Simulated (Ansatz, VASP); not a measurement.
One calculation of VH, two programs

Contents of INCAR:

```
SYSTEM = VH
  ALGO = Normal
  EDIFF = 1E-6
  ENCUT = 500
  GGA = PS
  GGA_COMPAT = .False.
  ISIF = 2
  ISMEAR = -1
  ISPIN = 2
  LASPH = .True.
  LCHARG = .False.
  LMAXMIX = 4
  LORBIT = 11
  LREAL = .False.
  LWAVE = .False.
  MAGMOM = 1 0
  NBANDS = 18
  NELM = 200
  PREC = Accurate
  SIGMA = 0.1
```

Contents of KPOINTS:

```
k-points
0
Gamma
  11 11 11
  0 0 0
```

File POSCAR:

```
VH
1.0
    0.0000000000      1.9637535800      1.9637535800
    1.9637535800      0.0000000000      1.9637535800
    1.9637535800      1.9637535800      0.0000000000
V H
1 1
Direct
    0.0000000000      0.0000000000      0.0000000000
    0.5000000000      0.5000000000      0.5000000000
```

Input for Ansatz:

```yaml
crystal:
  lattice:
    bravais: fcc
    a: 3.92750716
  space_group: 225
  atoms:
    - { symbol: V, position: [0.0, 0.0, 0.0] }
    - { symbol: H, position: [0.5, 0.0, 0.0] }
  reduce_to_primitive: true
kpoints:
  mp_grid:
    grid: [11, 11, 11]
hamiltonian:
  xc: pbesol
magnetization:
  spin_polarized: true
  per_species:
    V: 1.0
scf:
  occupations:
    method: fermi_dirac
    width: 0.1
output:
  eigenvalues: true
basis:
  ecutrho_ratio: 4
```

Alike in both runs: task single point; functional PBEsol; k mesh 11 × 11 × 11; occupations fermi-dirac, width 0.1 eV; collinear spin.

```csv
,VASP,Ansatz
version,VASP 6.6.1,Ansatz 0.2.0
potentials or method,"VASP PAW PBE potentials, release 64 (V_sv, H)","plane waves, PAW"
plane-wave cutoff (eV),500,420
valence electrons in the cell,14,14
```

```tsv
	VASP	Ansatz	Ansatz less VASP
gap on the k mesh at the Fermi level (eV)	none	none	-
net moment per atom (μB)	0.00	0.00	0.000
```

VASP's potentials were made for PBE, not for PBEsol. A gap of «none» marks a metal or a gap that the smearing closes. With one functional, cell and mesh, what is left measures potentials, basis and numerics. Ansatz's warnings: seeded moment not kept.
